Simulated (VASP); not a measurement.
Runs of VASP 6.6.1 on GaP. The structure is that of space group F-43m (No. 216), or close to it. The cells are those of the table. 

```tsv
cell	gap on the mesh (eV)	pressure (GPa)
a = 3.748 Å, angles 60.0°, 2 atoms	(b)	11.2
a = 3.905 Å, angles 60.0°, 2 atoms	1.50	-0.7
a = 3.854 Å, angles 60.0°, 2 atoms	(a)	2.5
a = 3.802 Å, angles 60.0°, 2 atoms	(c)	6.4
a = 3.954 Å, angles 60.0°, 2 atoms	1.20	-3.2
```

Alike in all rows: task single point; level PBE; potentials or basis VASP PAW PBE potentials, release 64 (Ga_d, P); no spin polarisation; k mesh 6 × 6 × 6; cutoff (eV) 520; smearing gaussian 0.01 eV.

Task: Fill in the values left out.

Result: (a) 1.65; (b) 1.46; (c) 1.56.

A k mesh can miss the band edges, and the runs leave out spin-orbit coupling on Ga.
